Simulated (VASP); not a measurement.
# BN in VASP: further runs

Runs on BN. Level: PBE+D3(BJ). Tasks: relaxation of cell and atoms, relaxation of shape and atoms at fixed volume.

Program: VASP 6.6.1. These are calculated values, not measurements. Logs are shortened: lines on timing, memory, paths and dates and some standing lists are left out, and cuts for length are marked.

### Step 1. The cell of the first run

It takes space group R3m (No. 160, trigonal). Conventional cell: a = 2.492 Å, b = 2.492 Å, c = 8.766 Å, α = 90.00°, β = 90.00°, γ = 120.00°. Within 1.9 Å of B (site symmetry 3m) lie 3 N at 1.44 Å. N (site symmetry 3m) has 3 B at 1.44 Å within 1.9 Å.

### Step 2. Relaxation of cell and atoms, PBE+D3(BJ), target pressure 18 GPa, at which the enthalpy is minimised

File INCAR:

```
PREC = Accurate ; ENCUT = 600
EDIFF = 1E-7 ; ISMEAR = 0
SIGMA = 0.01 ; LREAL = False
LASPH = True ; NELM = 60
ALGO = Normal ; ISIF = 3
LWAVE = False ; LCHARG = False
GGA = PE ; IVDW = 12
IBRION = 2 ; NSW = 80
EDIFFG = -0.001 ; PSTRESS = 180.0
```

File KPOINTS:

```
regular mesh
0
Gamma
  12 12 12
```

File POSCAR:

```
BN
1.0
    2.4803478829      0.0022726374     -0.2357899730
   -1.2309439077      2.1533497288      0.2357747617
   -0.9670276633     -0.8793773372      2.9830846826
B N
1 1
Direct
    0.9920085623      0.9919092995     -0.0046961382
    0.6561404377      0.3239747005      0.9915011382
```

Potentials or basis: VASP PAW PBE potentials, release 64 (B, N).

Run with:

```bash
cat potpaw_PBE.64/B/POTCAR potpaw_PBE.64/N/POTCAR > POTCAR
mpirun -np 1 vasp_std > vasp.out
```

OUTCAR:

```text
PREC = Accurate
   ENCUT = 600
   EDIFF = 1E-7
   ISMEAR = 0
   LREAL = False
   LASPH = True
   NELM = 60
   ISIF = 3
   GGA = PE
   IVDW = 12
   IBRION = 2
   NSW = 80
   EDIFFG = -0.001
   PSTRESS = 180.0
 IVDW          = 12

 ion  position               nearest neighbor table
   1  0.992  0.992  0.995-   2 1.44   2 1.44   2 1.44
   2  0.656  0.324  0.992-   1 1.44   1 1.44   1 1.44

  LATTYP: Found a trigonal (rhomboedric) cell.
 ALAT       =     3.2568759919
 COS(alpha) =     0.7073803148

  Lattice vectors:

 A1 = (  -0.9670276633,  -0.8793773372,   2.9830846826)
 A2 = (   1.5133202196,  -0.8771046998,   2.7472947096)
 A3 = (   0.2823763119,   1.2762450290,   2.9830694713)

Analysis of symmetry for initial positions (statically):
=====================================================================
 Subroutine PRICEL returns:
 Original cell was already a primitive cell.

 Routine SETGRP: Setting up the symmetry group for a
 trigonal (rhombohedral) supercell.

 Subroutine GETGRP returns: Found  6 space group operations
 (whereof  1 operations were pure point group operations)
 out of a pool of 12 trial point group operations.

The static configuration has the point symmetry C_1 .
 The point group associated with its full space group is C_3v.

Analysis of symmetry for dynamics (positions and initial velocities):
=====================================================================
 Subroutine PRICEL returns:
 Original cell was already a primitive cell.

 Routine SETGRP: Setting up the symmetry group for a
 trigonal (rhombohedral) supercell.

 Subroutine GETGRP returns: Found  6 space group operations
 (whereof  1 operations were pure point group operations)
 out of a pool of 12 trial point group operations.

The dynamic configuration has the point symmetry C_1 .
 The point group associated with its full space group is C_3v.

 Subroutine INISYM returns: Found  6 space group operations
 (whereof  1 operations are pure point group operations),
 and found     1 'primitive' translations

----------------------------------------------------------------------------------------

                                     Primitive cell

  volume of cell :      15.7087

  direct lattice vectors                    reciprocal lattice vectors
     2.480347883  0.002272637 -0.235789973     0.422120673  0.219242398  0.201469026
    -1.230943908  2.153349729  0.235774762     0.012768028  0.456503746  0.138710807
    -0.967027663 -0.879377337  2.983084683     0.032356253 -0.018751363  0.340184734

  length of vectors
     2.491531195  2.491531195  3.256875992     0.516568350  0.477283334  0.342234121

  position of ions in fractional coordinates (direct lattice)
     0.992008562  0.991909300  0.995303862
     0.656140438  0.323974701  0.991501138

  ion indices of the primitive-cell ions
   primitive index   ion index
                 1           1
                 2           2

----------------------------------------------------------------------------------------

 KPOINTS: regular mesh

Automatic generation of k-mesh.
 Grid dimensions read from file:
 generate k-points for:   12   12   12

 Generating k-lattice:

  Cartesian coordinates                     Fractional coordinates (reciprocal lattice)
     0.035176723  0.018270200  0.016789085     0.083333333  0.000000000  0.000000000
     0.001064002  0.038041979  0.011559234     0.000000000  0.083333333  0.000000000
     0.002696354 -0.001562614  0.028348728    -0.000000000  0.000000000  0.083333333

  Length of vectors
     0.043047362  0.039773611  0.028519510

  Shift w.r.t. Gamma in fractional coordinates (k-lattice)
     0.000000000  0.000000000  0.000000000

 Subroutine IBZKPT returns following result:
 ===========================================

 Found    189 irreducible k-points:

 Following reciprocal coordinates:
            Coordinates               Weight
  0.000000  0.000000  0.000000      1.000000
  0.083333  0.000000  0.000000      6.000000
  0.166667  0.000000  0.000000      6.000000
  0.250000  0.000000  0.000000      6.000000
  0.333333  0.000000  0.000000      6.000000
  0.416667  0.000000  0.000000      6.000000
[... 16 lines left out ...]
  0.166667  0.250000  0.000000     12.000000
  0.250000  0.250000  0.000000     12.000000
 [... further k-points ...]
   k-points           NKPTS =    189   k-points in BZ     NKDIM =    189   number of bands    NBANDS=      8
   number of dos      NEDOS =    301   number of ions     NIONS =      2
   total plane-waves  NPLWV =  11200
   dimension x,y,z NGX =    20 NGY =   20 NGZ =   28
   dimension x,y,z NGXF=    40 NGYF=   40 NGZF=   56
   ions per type =               1   1
   NGX,Y,Z   is equivalent  to a cutoff of  13.34, 13.34, 14.29 a.u.
   NGXF,Y,Z  is equivalent  to a cutoff of  26.69, 26.69, 28.58 a.u.
 SYSTEM =  unknown system
   PREC   = accura    normal or accurate (medium, high low for compatibility)
   ISTART =      0    job   : 0-new  1-cont  2-samecut
   ICHARG =      2    charge: 1-file 2-atom 10-const
   ISPIN  =      1    spin polarized calculation?
   LNONCOLLINEAR =      F non collinear calculations
   LSORBIT =      F    spin-orbit coupling
   LASPH  =      T    aspherical Exc in radial PAW
   ENCUT  =  600.0 eV  44.10 Ry    6.64 a.u.   4.98  4.98  6.50*2*pi/ulx,y,z
   NELM   =     60;   NELMIN=  2; NELMDL= -5     # of ELM steps
   EDIFF  = 0.1E-06   stopping-criterion for ELM
   LREAL  =      F    real-space projection
   EDIFFG = -.1E-02   stopping-criterion for IOM
   NSW    =     80    number of steps for IOM
   IBRION =      2    ionic relax: 0-MD 1-quasi-New 2-CG
   NFREE  =      1    steps in history (QN), initial steepest desc. (CG)
   ISIF   =      3    stress and relaxation
   ISYM   =      2    0-nonsym 1-usesym 2-fastsym
   POTIM  = 0.5000    time-step for ionic-motion
   TEBEG  =    0.0;   TEEND  =   0.0 temperature during run
   PSTRESS=  180.0 pullay stress
   NELECT =       8.0000    total number of electrons
   NUPDOWN=      -1.0000    fix difference up-down
   EMIN   =  10.00;   EMAX   =-10.00  energy-range for DOS
   EFERMI =   0.00;   METHOD = LEGACY
   ISMEAR =     0;   SIGMA  =   0.01  broadening in eV -4-tet -1-fermi 0-gaus
   EFERMI_NEDOS =   21; number of points for ismear=-14 and -15
   IALGO  =     38    algorithm
   IMIX   =      4    mixing-type and parameters
     AMIX     =   0.40;   BMIX     =  1.00
     AMIX_MAG =   1.60;   BMIX_MAG =  1.00
  volume/ion in A,a.u.               =       7.85        53.00
  Fermi-wavevector in a.u.,A,eV,Ry     =   1.307349  2.470532 23.254556  1.709162
  Thomas-Fermi vector in A             =   2.438090
   LORBIT       =      0    0 simple, 1 ext, 2 COOP (PROOUT), +10 PAW based schemes
   GGA     = PE    functional components
   LHFCALC =     F    Hartree Fock is set to
   AEXX    =    0.0000 exact exchange contribution
   IVDW    =    12    specifies the selected vdW correction
   LEPSILON=     F    determine dielectric tensor
   LRPA    =     F    only Hartree local field effects (RPA)
 conjugate gradient relaxation of ions
 non-spin polarized calculation
 Gauss-broadening in eV      SIGMA  =   0.01
  energy-cutoff  :      600.00
  volume of cell :       15.71
 maximum number of plane-waves:       537
   NGX =  9   NGY =  9   NGZ = 13

--------------------------------------- Ionic step        1  -------------------------------------------

 number of electron       8.0000000 magnetization

 Free energy of the ion-electron system (eV)
  ---------------------------------------------------
  ext. energy  EPLUGINS =         0.00000000
  ---------------------------------------------------
  free energy    TOTEN  =       -17.49182908 eV

  energy without entropy =      -17.49182908  energy(sigma->0) =      -17.49182908

------------------------ aborting loop because EDIFF is reached ----------------------------------------

 Edisp (eV)   -0.33167

 E8    (eV) :    -0.0984

  FORCE on cell =-STRESS in cart. coord.  units (eV):
  Direction    XX          YY          ZZ          XY          YZ          ZX
  --------------------------------------------------------------------------------------
  -------------------------------------------------------------------------------------
  Total       0.68351     0.68369     0.65406     0.00016     0.00164    -0.00283
  in kB      69.71356    69.73180    66.70936     0.01592     0.16756    -0.28912
  external pressure =     -111.28 kB  Pullay stress =      180.00 kB
[... 101 lines left out ...]
  FREE ENERGIE OF THE ION-ELECTRON SYSTEM (eV)
  ---------------------------------------------------
  free  energy   TOTEN  =       -17.7818994006 eV

  energy  without entropy=      -17.7818994006  energy(sigma->0) =      -17.78189940

  enthalpy is  TOTEN    =       -16.0783109077 eV   P V=        1.7035884929

[... ionic steps 4 to 16 ...]

--------------------------------------- Ionic step       17  -------------------------------------------

 number of electron       7.9999999 magnetization

------------------------ aborting loop because EDIFF is reached ----------------------------------------

 Edisp (eV)   -0.36953

 E8    (eV) :    -0.1100
[... 73 lines left out ...]
  enthalpy is  TOTEN    =       -16.1176113333 eV   P V=        1.5956116983

--------------------------------------- Ionic step       19  -------------------------------------------

 number of electron       7.9999999 magnetization

 Free energy of the ion-electron system (eV)
  ---------------------------------------------------
  ext. energy  EPLUGINS =         0.00000000
  ---------------------------------------------------
  free energy    TOTEN  =       -17.34355029 eV

  energy without entropy =      -17.34355029  energy(sigma->0) =      -17.34355029

 E-fermi :   4.7711     XC(G=0): -11.5804

 val. band max:        4.6528836567   @ k =   0.2500   0.5000   0.0000
 cond. band min:       8.2612903798   @ k =   0.5000   0.0000   0.0000
 fundamental gap:      3.6084067232
 Fermi energy:         4.7711466469

 k-point     1 :       0.0000    0.0000    0.0000
  band No.  band energies     occupation
      1     -14.1036      2.00000
      2       1.9597      2.00000
      3       3.2154      2.00000
      4       3.2155      2.00000
      5      11.7510      0.00000
      6      16.4246      0.00000
      7      16.4247      0.00000
      8      18.0046      0.00000
[... 243 lines left out ...]
 k-point    24 :       0.2500    0.2500    0.0000
  band No.  band energies     occupation
      1     -10.4418      2.00000
      2      -3.4049      2.00000
      3      -1.5092      2.00000
      4       3.2072      2.00000
      5      10.0999      0.00000
      6      17.4604      0.00000
      7      19.2184      0.00000
      8      21.2950      0.00000

 [... further k-points ...]

------------------------ aborting loop because EDIFF is reached ----------------------------------------

 Edisp (eV)   -0.36951

 E8    (eV) :    -0.1100

  FORCE on cell =-STRESS in cart. coord.  units (eV):
  Direction    XX          YY          ZZ          XY          YZ          ZX
  --------------------------------------------------------------------------------------
  -------------------------------------------------------------------------------------
  Total       1.59513     1.59513     1.59598    -0.00000    -0.00003     0.00005
  in kB     179.96421   179.96374   180.06012    -0.00041    -0.00331     0.00571
  external pressure =       -0.00 kB  Pullay stress =      180.00 kB
[... 17 lines left out ...]
  FREE ENERGIE OF THE ION-ELECTRON SYSTEM (eV)
  ---------------------------------------------------
  free  energy   TOTEN  =       -17.7130614382 eV

  energy  without entropy=      -17.7130614382  energy(sigma->0) =      -17.71306144

  enthalpy is  TOTEN    =       -16.1176125117 eV   P V=        1.5954489265

 reached required accuracy - stopping structural energy minimisation
```

Run time: 2 min. Hardware: 1 thread of AMD EPYC 9R45 (Zen 5), shared host; peak memory 0.13 GiB.

What came out:

| Quantity | Value |
| --- | --- |
| Free energy | -17.7131 eV |
| Relaxed volume | 7.10 Å³/atom |
| Relaxed cell | a = 2.474 Å, b = 2.474 Å, c = 3.036 Å, α = 90.00°, β = 114.05°, γ = 120.00° |
| Space group after relaxing (to 0.1 Å) | R3m (No. 160) |
| Energy change on relaxing (the run minimises the enthalpy) | +55.2 meV/atom |
| Ionic steps | 19 |
| Pressure after relaxing | 18.0 GPa |
| Band gap on the k mesh | 3.61 eV (least direct gap 4.96 eV) |
| Dispersion energy per atom | -0.185 eV |

The path:
| step | energy change (eV) | largest force (eV/Å) | pressure (GPa) | volume (Å³) |
| --- | --- | --- | --- | --- |
| 1 | 0.0000 | 0.0001 | 6.87 | 15.71 |
| 2 | 0.1480 | 0.0304 | 34.37 | 14.50 |
| 3 | 0.0416 | 0.0127 | 17.99 | 15.16 |
| 4 | 0.0615 | 0.0555 | 18.03 | 14.77 |
| 5 | 0.0979 | 0.1256 | 18.49 | 14.33 |
| 6 | 0.1118 | 0.1514 | 18.73 | 14.20 |
| 7 | 0.1096 | 0.1473 | 18.68 | 14.22 |
| 8 | 0.1016 | 0.0069 | 16.17 | 14.28 |
| 9 | 0.1035 | 0.0383 | 16.92 | 14.26 |
| 10 | 0.1130 | 0.0571 | 19.36 | 14.18 |
| 11 | 0.1071 | 0.0011 | 17.91 | 14.23 |
| 12 | 0.1083 | 0.0006 | 17.95 | 14.22 |
| 13 | 0.1103 | 0.0004 | 18.02 | 14.20 |
| 14 | 0.1104 | 0.0005 | 18.01 | 14.20 |
| 15 | 0.1107 | 0.0006 | 18.02 | 14.20 |
| 16 | 0.1106 | 0.0006 | 18.02 | 14.20 |
| 17 | 0.1105 | 0.0005 | 18.02 | 14.20 |
| 18 | 0.1103 | 0.0001 | 17.95 | 14.20 |
| 19 | 0.1104 | 0.0003 | 18.00 | 14.20 |

Final structure:
```cif
data_structure
_symmetry_space_group_name_H-M 'P 1'
_symmetry_Int_Tables_number 1
_cell_length_a 2.4742
_cell_length_b 2.4742
_cell_length_c 3.0357
_cell_angle_alpha 89.999
_cell_angle_beta 114.050
_cell_angle_gamma 120.000
_cell_volume 14.20
loop_
_atom_site_label
_atom_site_type_symbol
_atom_site_fract_x
_atom_site_fract_y
_atom_site_fract_z
_atom_site_occupancy
B1 B 0.99433 0.99307 0.99878 1
N1 N 0.65382 0.32282 0.98803 1
```

Levels at points of the mesh, in eV from the valence-band top:
```tsv
k point	band 2	band 3	band 4	band 5	band 6	band 7
(0.00, 0.00, 0.00)	-2.69	-1.44	-1.44	7.10	11.77	11.77
(0.50, 0.00, 0.00)	-9.07	-4.60	-2.07	3.61	9.58	16.45
(0.00, 0.50, 0.00)	-9.63	-4.23	-0.25	5.49	10.77	14.50
(0.00, 0.00, 0.50)	-7.89	-1.58	-1.58	11.45	11.45	12.32
```

Caveat: the cell is relaxed towards a set pressure, so the run minimises the enthalpy, not the energy.

### Step 3. Relaxation of shape and atoms at fixed volume, PBE+D3(BJ) (8.78 Å³/atom)

This run uses another cell than the first one, of 8.78 Å³/atom.

File INCAR:

```
PREC = Accurate ; ENCUT = 600
EDIFF = 1E-6 ; ISMEAR = 0
SIGMA = 0.01 ; LREAL = False
LASPH = True ; NELM = 60
ALGO = Normal ; ISIF = 4
LWAVE = False ; LCHARG = False
GGA = PE ; IVDW = 12
IBRION = 2 ; NSW = 80
EDIFFG = -0.001
```

File KPOINTS:

```
Automatic mesh
0
Gamma
  12 12 12
```

File POSCAR:

```
BN
1.0
    2.4782972637      0.0021774520     -0.2335302720
   -1.2300072043      2.1515230522      0.2335150743
   -0.9305917524     -0.8992094951      3.3288206496
B N
1 1
Direct
    0.9910387840      0.9914237067     -0.0061515093
    0.6571102160      0.3244602933      0.9929565093
```

Potentials or basis: VASP PAW PBE potentials, release 64 (B, N).

Run with:

```bash
cat potpaw_PBE.64/B/POTCAR potpaw_PBE.64/N/POTCAR > POTCAR
mpirun -np 1 vasp_std > vasp.out
```

Wall time 2.2 min (1 thread of AMD EPYC 9R45 (Zen 5), shared host); peak memory 0.18 GiB.

Results (log left out):

```yaml
Free_energy: -17.8619 eV
Energy_gained_by_relaxing: 2.6 meV/atom
Ionic_steps: 12
Pressure_after_relaxing: 0.4 GPa
Band_gap_on_the_k_mesh: 4.17 eV (least direct gap 4.70 eV)
Dispersion_energy_per_atom: -0.146 eV
```

The path:
| step | energy change (eV) | largest force (eV/Å) | pressure (GPa) | volume (Å³) |
| --- | --- | --- | --- | --- |
| 1 | 0.0000 | 0.0021 | 5.00 | 17.55 |
| 2 | -0.0052 | 0.0082 | 0.08 | 17.55 |
| 3 | -0.0052 | 0.0078 | 0.38 | 17.55 |
| 4 | -0.0052 | 0.0076 | 0.47 | 17.55 |
| 5 | -0.0052 | 0.0013 | 0.47 | 17.55 |
| 6 | -0.0052 | 0.0012 | 0.47 | 17.55 |
| 7 | -0.0052 | 0.0030 | 0.39 | 17.55 |
| 8 | -0.0052 | 0.0027 | 0.40 | 17.55 |
| 9 | -0.0052 | 0.0024 | 0.40 | 17.55 |
| 10 | -0.0052 | 0.0055 | 0.37 | 17.55 |
| 11 | -0.0052 | 0.0017 | 0.40 | 17.55 |
| 12 | -0.0052 | 0.0003 | 0.40 | 17.55 |

Final structure:
```
CELL_PARAMETERS angstrom
2.49395 0.00220 -0.23519
-1.23776 2.16511 0.23517
-0.94248 -0.90141 3.28867
ATOMIC_POSITIONS crystal
B 0.99113 0.99147 0.99398
N 0.65702 0.32442 0.99283
```

Levels at points of the mesh, in eV from the valence-band top:
| k point | band 1 | band 2 | band 3 | band 4 | band 5 | band 6 | band 7 | band 8 |
| --- | --- | --- | --- | --- | --- | --- | --- | --- |
| (0.00, 0.00, 0.00) | -17.81 | -3.91 | -1.28 | -1.28 | 5.44 | 11.66 | 11.67 | 13.17 |
| (0.50, 0.00, 0.00) | -14.50 | -8.77 | -4.13 | -1.25 | 4.18 | 9.84 | 14.56 | 18.21 |
| (0.00, 0.50, 0.00) | -14.59 | -8.94 | -4.05 | -0.52 | 5.34 | 9.98 | 13.28 | 15.47 |
| (0.50, 0.50, 0.00) | -14.59 | -8.94 | -4.05 | -0.52 | 5.36 | 9.97 | 13.27 | 15.45 |
| (0.00, 0.00, 0.50) | -17.45 | -6.31 | -1.31 | -1.31 | 10.58 | 11.57 | 11.57 | 12.43 |
| (0.50, 0.50, 0.50) | -14.50 | -8.77 | -4.13 | -1.25 | 4.17 | 9.84 | 14.57 | 18.23 |
